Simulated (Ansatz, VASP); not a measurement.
# One calculation of SnO2, two programs

```
CELL_PARAMETERS angstrom
1.61709 0.93363 4.80059
-1.61709 0.93363 4.80059
0.00000 -1.86726 4.80059
ATOMIC_POSITIONS crystal
Sn 0.50000 0.50000 0.50000
O 0.76283 0.76283 0.76283
O 0.23717 0.23717 0.23717
```

Alike in both runs: task relaxation of cell and atoms; functional LDA; k mesh 10 × 10 × 10; occupations fermi-dirac, width 0.05 eV; no spin polarisation.

|  | VASP | Ansatz |
| --- | --- | --- |
| version | VASP 6.6.1 | Ansatz 0.2.0 |
| potentials or method | VASP PAW LDA potentials, release 64 (Sn_d, O) | Ansatz PAW |
| plane-wave cutoff (eV) | 600 | 420 |
| valence electrons in the cell | 26 | 26 |

Ansatz gave:

| Item | Value |
| --- | --- |
| gap on the k mesh at the Fermi level, each at its own relaxed structure (eV) | 1.56 |
| relaxed volume (Å³/atom) | 12.12 |
| relaxed cell length with the largest relative difference (Å) | 4.482 |

Question: What did VASP give for the same quantities?

Answer: gap on the k mesh at the Fermi level, each at its own relaxed structure (eV): 1.46; relaxed volume (Å³/atom): 12.07; relaxed cell length with the largest relative difference (Å): 4.442.

LDA's correlation is that of Perdew and Zunger in VASP and of Perdew and Wang (1992) in Ansatz.

Noted on VASP's run: the volume moved by over 15 % at a fixed basis, so the end points are rough. Noted on Ansatz's run: Pulay correction over one GPa; the volume moved by over 15 % at a fixed basis, so the end points are rough; the plane-wave basis is chosen anew once the cell has moved, so the energies of steps on either side of that aren't comparable.
